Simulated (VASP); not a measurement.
Nb3Sn:

```xyz
8
Lattice="5.2821 0.0000 0.0000 0.0000 5.2821 0.0000 0.0000 0.0000 5.2821" Properties=species:S:1:pos:R:3 pbc="T T T"
Nb    1.3205    0.0000    2.6410
Nb    2.6410    3.9616    0.0000
Nb    3.9616    0.0000    2.6410
Nb    2.6410    1.3205    0.0000
Nb    0.0000    2.6410    3.9616
Nb    0.0000    2.6410    1.3205
Sn    0.0000    0.0000    0.0000
Sn    2.6410    2.6410    2.6410
```

```yaml
Program: VASP 6.6.1
Task: relaxation of cell and atoms
Functional: PBE
Potentials_or_basis: VASP PAW PBE potentials, release 64 (Nb_sv, Sn_d)
Cutoff: 600 eV
k_mesh: 4 × 4 × 4
Occupations: fermi-dirac, width 0.02 eV
Spin: no spin polarisation
```

At the start: pressure 2.9 GPa; volume 18.42 Å³/atom.

**Question.** How do energy, volume and symmetry change on relaxing?

**Answer.** Over 3 steps the energy falls by 2.8 meV/atom and the volume is 18.74 Å³/atom (+1.7 %); space group Pm-3n (No. 223, to 0.05 Å).

Step by step:
```
step  energy change (eV)  largest force (eV/Å)  pressure (GPa)  volume (Å³)
   1              0.0000                0.0000            2.88       147.37
   2              0.0457                0.0000           -4.58       154.54
   3             -0.0223                0.0000           -0.01       149.94
```

Final structure:
```yaml
crystal:
  lattice:
    - [5.31253, 0.00000, 0.00000]
    - [0.00000, 5.31253, 0.00000]
    - [0.00000, 0.00000, 5.31253]
  atoms:
    - { symbol: Nb, position: [0.25000, 0.00000, 0.50000] }
    - { symbol: Nb, position: [0.50000, 0.75000, 0.00000] }
    - { symbol: Nb, position: [0.75000, 0.00000, 0.50000] }
    - { symbol: Nb, position: [0.50000, 0.25000, 0.00000] }
    - { symbol: Nb, position: [0.00000, 0.50000, 0.75000] }
    - { symbol: Nb, position: [0.00000, 0.50000, 0.25000] }
    - { symbol: Sn, position: [0.00000, 0.00000, 0.00000] }
    - { symbol: Sn, position: [0.50000, 0.50000, 0.50000] }
```
